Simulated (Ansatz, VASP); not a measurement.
**ZrC: VASP beside Ansatz**

INCAR

```
SYSTEM = ZrC
PREC = Accurate
ENCUT = 520
EDIFF = 1E-6
ISMEAR = -1
SIGMA = 0.05
LREAL = .FALSE.
LASPH = .TRUE.
NELM = 100
ALGO = Normal
ISIF = 2
LWAVE = .FALSE.
LCHARG = .FALSE.
GGA = PS
NBANDS = 15
```

KPOINTS

```
regular mesh
0
G
  13 13 13
  0 0 0
```

The input POSCAR:

```
ZrC
1.0
    0.0000000000      2.1409616386      2.1409616386
    2.1409616386      0.0000000000      2.1409616386
    2.1409616386      2.1409616386      0.0000000000
Zr C
1 1
Direct
    0.0000000000      0.0000000000      0.0000000000
    0.5000000000      0.5000000000      0.5000000000
```

Input for Ansatz:

```yaml
crystal:
  lattice:
    - [0.0, 2.1409616386, 2.1409616386]
    - [2.1409616386, 0.0, 2.1409616386]
    - [2.1409616386, 2.1409616386, 0.0]
  atoms:
    - { symbol: Zr, position: [0.0, 0.0, 0.0] }
    - { symbol: C, position: [0.5, 0.5, 0.5] }
kpoints:
  mp_grid: { grid: [13, 13, 13] }
  band_path:
    path:
      - [0.0, 0.0, 0.0]
      - [0.5, 0.0, 0.5]
      - [0.625, 0.25, 0.625]
      - [0.375, 0.375, 0.75]
      - [0.0, 0.0, 0.0]
      - [0.5, 0.5, 0.5]
      - [0.5, 0.25, 0.75]
      - [0.5, 0.0, 0.5]
    npoints: 6
scf:
  occupations: { method: fermi_dirac, width: 0.05 }
hamiltonian:
  xc: pbesol
  pseudopotentials: { kind: paw }
output:
  forces: true
  stress: true
  eigenvalues: true
  populations: true
  write_density: true
  write_potential: true
  elf: true
  volumetric_format: npy
```

Change from the starting cell: volume scaled by 0.75, PAW files.

Alike in both runs: task single point; functional PBEsol; k mesh 13 × 13 × 13; occupations fermi-dirac, width 0.05 eV; no spin polarisation.

```csv
,VASP,Ansatz
version,VASP 6.6.1,Ansatz 0.2.0
potentials or method,"VASP PAW PBE potentials, release 64 (Zr_sv, C)","PAW with Ansatz's default frozen-core files, scalar-relativistic"
plane-wave cutoff (eV),520,420
valence electrons in the cell,16,16
```

Ansatz gave:

| Item | Value |
| --- | --- |
| pressure (GPa) | 102.5 |

Q: What did VASP give for the same quantities?

A: Pressure (GPa): 103.2.

VASP's potentials were made for PBE, not for PBEsol. Both programs put the cell under a high pressure, so it lies far from rest at this level. With one functional, cell and mesh, what is left measures potentials, basis and numerics.

Noted on VASP's run: the cell as given lies far from equilibrium.
